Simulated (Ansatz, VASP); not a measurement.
**Be2As3P in VASP and in Ansatz**

```
Be As P
1.0
     3.40339   -1.72263    0.04618
     3.40339    1.72263    0.04618
    -0.16510    0.00000    8.25962
Be As P
2 3 1
Direct
  0.73164 0.73164 0.32886
  0.26739 0.26739 0.81337
  0.46240 0.46240 0.49226
  0.53732 0.53732 0.97810
  0.02065 0.02065 0.19569
  0.98060 0.98060 0.69644
```

Alike in both runs: task single point; functional r2SCAN; dispersion rVV10; k mesh 10 × 10 × 4; occupations fermi-dirac, width 0.03 eV; no spin polarisation.

|  | VASP | Ansatz |
| --- | --- | --- |
| version | VASP 6.6.1 | Ansatz 0.2.0 |
| potentials or method | VASP PAW PBE potentials, release 64 (Be, As, P) | plane waves, PAW |
| plane-wave cutoff (eV) | 520 | 500 |
| valence electrons in the cell | 24 | 54 |

```tsv
	VASP	Ansatz	Ansatz less VASP
pressure (GPa)	0.3	0.0	-0.27
traceless stress, the component that is largest in VASP (GPa)	-0.37	-0.41	-0.039
rms of the force components (eV/Å)	0.016	0.012	-0.0046
```

VASP's potentials were made for PBE, not for r2SCAN. Atom by atom the forces differ by 0.012 eV/Å (rms over components). VASP's potentials hold 24 valence electrons a cell and Ansatz's 54, so a difference there can come from the potentials and not from the codes.
